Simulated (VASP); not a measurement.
YSe2: single point with PBE

YSe2:

```xyz
6
Lattice="-2.0014 2.7921 6.5488 2.0014 -2.7921 6.5488 2.0014 2.7921 -6.5488" Properties=species:S:1:pos:R:3 pbc="T T T"
Y     0.0000    0.0000   11.1263
Y     0.0000    0.0000    1.9712
Se    0.0000    2.7921    2.7014
Se    2.0014    0.0000    3.8474
Se    0.0000    1.6104    6.5488
Se    2.0014    1.1817    0.0000
```

* Program: VASP 6.6.1
* Task: single point
* Functional: PBE
* Potentials or basis: VASP PAW PBE potentials, release 64 (Y_sv, Se)
* Cutoff: 520 eV
* k mesh: 6 × 6 × 6
* Occupations: gaussian, width 0.01 eV
* Spin: no spin polarisation

The pressure is 4.6 GPa and the largest force is 0.667 eV/Å. The band gap on the k mesh is 0.15 eV (least direct gap 0.73 eV).

Forces on the atoms (eV/Å):
```
Y    0.000  0.000  0.260
Y    0.000  0.000 -0.260
Se   0.000  0.000 -0.324
Se   0.000  0.000  0.324
Se   0.000 -0.667  0.000
Se   0.000  0.667  0.000
```

Stress tensor (GPa, compression positive):
```
4.42 0.00 0.00
0.00 5.16 0.00
0.00 0.00 4.15
```

Levels at points of the mesh, in eV from the valence-band top:
```csv
k point,band 20,band 21,band 22,band 23,band 24,band 25,band 26,band 27
"(0.00, 0.00, 0.00)",-0.93,-0.81,-0.33,-0.20,1.17,2.45,2.86,3.36
"(0.50, 0.00, 0.00)",-1.72,-1.41,-0.95,-0.75,0.21,1.13,2.52,3.34
"(0.00, 0.50, 0.00)",-2.21,-1.69,-1.29,-1.20,2.52,3.23,3.41,3.98
"(0.50, 0.50, 0.00)",-1.94,-1.71,-1.16,-0.96,0.25,2.88,3.44,3.57
"(0.50, 0.50, 0.50)",-1.67,-0.84,-0.75,0.00,0.73,2.39,3.09,3.09
```

It took 14 min on 1 thread of Intel Xeon 8259CL, with other jobs on the host, peak memory 0.56 GiB.

Caveat: the cell stands under pressure. A k mesh can miss the band edges.
